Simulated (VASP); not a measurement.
HgTe: vibrations by perturbation theory with LDA

HgTe:

```
Hg Te
1.0
     0.00000    3.10063    3.10063
     3.10063    0.00000    3.10063
     3.10063    3.10063    0.00000
Hg Te
1 1
Direct
  0.00000 0.00000 0.00000
  0.75000 0.75000 0.75000
```

* Program: VASP 6.6.1
* Task: vibrations by perturbation theory
* Functional: LDA
* Potentials or basis: VASP PAW LDA potentials, release 64 (Hg, Te)
* Cutoff: 500 eV
* k mesh: 12 × 12 × 12
* Occupations: fermi-dirac, width 0.15 eV
* Spin: no spin polarisation
* Dipole correction: no
* Further INCAR settings: ALGO = Normal; EDIFF = 1e-08; NBANDS = 16; IBRION = 8; NSW = 1

```json
{
 "Highest phonon frequency at Γ, LO-TO splitting left out": "149 cm⁻¹"
}
```

Phonon frequencies in cm⁻¹ (negative: imaginary):
```csv
q point,frequencies
"(0.000, 0.000, 0.000)",0 0 0 149 149 149
```

It took 6.2 min on 1 thread of Intel(R) Xeon(R) 6975P-C (Granite Rapids), on a shared host, peak memory 0.61 GiB.

Caveat: the cell stands under pressure or tension, which shifts response properties.
